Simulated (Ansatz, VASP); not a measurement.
**Sb: VASP beside Ansatz**

```
Sb
1.0
     4.06850    0.00000    0.00000
    -2.03425    3.52342    0.00000
     0.00000    0.00000   27.10000
Sb
2
Direct
  0.33333 0.66667 0.25830
  0.66667 0.33333 0.31919
```

Alike in both runs: functional PBE; dispersion D3(BJ); k mesh 12 × 12 × 1; occupations gaussian, width 0.03 eV; no spin polarisation.

Ansatz relaxed the structure, and its values are those at the end. VASP's run is a single point on that final structure, the one shown.

|  | VASP | Ansatz |
| --- | --- | --- |
| version | VASP 6.6.1 | Ansatz 0.2.0 |
| potentials or method | VASP PAW PBE potentials, release 64 (Sb), cutoff 400 eV | scalar-relativistic, plane waves, PAW |
| valence electrons in the cell | 10 | 30 |

Ansatz gave:

```
gap on the k mesh at the Fermi level (eV) : 1.18
least direct gap on the mesh (eV)         : 1.67
rms of the force components (eV/Å)        : 0.002
```

Problem. Which values does VASP return?

Solution. gap on the k mesh at the Fermi level (eV): 1.19; least direct gap on the mesh (eV): 1.64; rms of the force components (eV/Å): 0.052.

VASP's potentials hold 10 valence electrons a cell and Ansatz's 30, so a difference there can come from the potentials and not from the codes. Ansatz's warnings: slab cell height set, structure snapped to symmetry.

Neither program's run includes spin-orbit coupling.
